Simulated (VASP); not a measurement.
A run of VASP 6.6.1:

The input INCAR:

```
PREC = Accurate
ENCUT = 520
EDIFF = 1E-6
ISMEAR = -1
SIGMA = 0.1
LREAL = F
LASPH = T
NELM = 100
ALGO = Normal
ISIF = 2
LWAVE = F
LCHARG = T
GGA = B5
ALDAX = 1.0
AGGAX = 1.0
AGGAC = 1.0
ALDAC = 0.0
LELF = T
LVHAR = T
NBANDS = 13
```

Contents of KPOINTS:

```
Automatic mesh
0
Gamma
  8 8 8
```

The input POSCAR:

```
Te
1.0
    0.0000000000      3.6375335843      3.6375335843
    3.6375335843      0.0000000000      3.6375335843
    3.6375335843      3.6375335843      0.0000000000
Te
2
Direct
    0.1250000000      0.1250000000      0.1250000000
    0.8750000000      0.8750000000      0.8750000000
```

Potentials or basis: VASP PAW PBE potentials, release 64 (Te).

Run with:

```sh
$ cat potpaw_PBE.64/Te/POTCAR > POTCAR
$ mpirun -np 1 vasp_std > vasp.out
```

Hardware: 1 thread of Intel(R) Xeon(R) 6975P-C (Granite Rapids), with other jobs on the host.

Problem. Estimate the wall time of this run.

Solution. Run time: 23 s on 1 thread of Intel(R) Xeon(R) 6975P-C (Granite Rapids), on a shared host, peak memory 0.24 GiB. Counts: scf iterations 10, k points 29.
